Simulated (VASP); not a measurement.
Wanted: the native input for a VASP 6.6.1 run.

| Property | Result |
| --- | --- |
| Task | relaxation of volume and atoms at fixed shape |
| Functional | PBEsol |
| Potentials or basis | VASP PAW PBE potentials, release 64 (Au) |
| Cutoff | 600 eV |
| k mesh | 18 × 18 × 18 |
| Occupations | fermi-dirac, width 0.1 eV |
| Spin | no spin polarisation |
| Dipole correction | no |
| Further INCAR settings | ALGO = Normal; EDIFF = 1e-06; IBRION = 2; EDIFFG = -0.02; NSW = 60; ISIF = 8 |

The structure of Au lies in POSCAR:

```
Au
1.0
    0.0000000000      2.0350000000      2.0350000000
    2.0350000000      0.0000000000      2.0350000000
    2.0350000000      2.0350000000      0.0000000000
Au
1
Direct
    0.0000000000      0.0000000000      0.0000000000
```

The input as run:

INCAR

```
SYSTEM = Au
  PREC = Accurate
  ENCUT = 600
  EDIFF = 1E-6
  ISMEAR = -1
  SIGMA = 0.1
  LREAL = .False.
  LASPH = .True.
  NELM = 80
  ALGO = Normal
  ISIF = 8
  LWAVE = .False.
  LCHARG = .False.
  GGA = PS
  IBRION = 2
  NSW = 60
  EDIFFG = -0.02
```

KPOINTS

```
regular mesh
0
Gamma
  18 18 18
  0 0 0
```

Potentials or basis: VASP PAW PBE potentials, release 64 (Au).

Run with:

```bash
$ cat potpaw_PBE.64/Au/POTCAR > POTCAR
$ mpirun -np 1 vasp_std > vasp.out
```

It gave:

```json
{"Relaxed volume": "17.00 Å³/atom", "Relaxed cell": "a = 2.886 Å, b = 2.886 Å, c = 2.886 Å, α = 60.00°, β = 60.00°, γ = 60.00°", "Space group after relaxing (to 0.05 Å)": "Fm-3m (No. 225)", "Energy gained by relaxing": "0.7 meV/atom", "Ionic steps": "3", "Pressure after relaxing": "0.0 GPa"}
```

Caveat: the PAW data sets were made with another functional, which shifts forces and pressure a little.

Run time: 35 s on 1 thread of Intel(R) Xeon(R) Platinum 8488C (Sapphire Rapids), with other jobs on the host, peak memory 0.17 GiB.
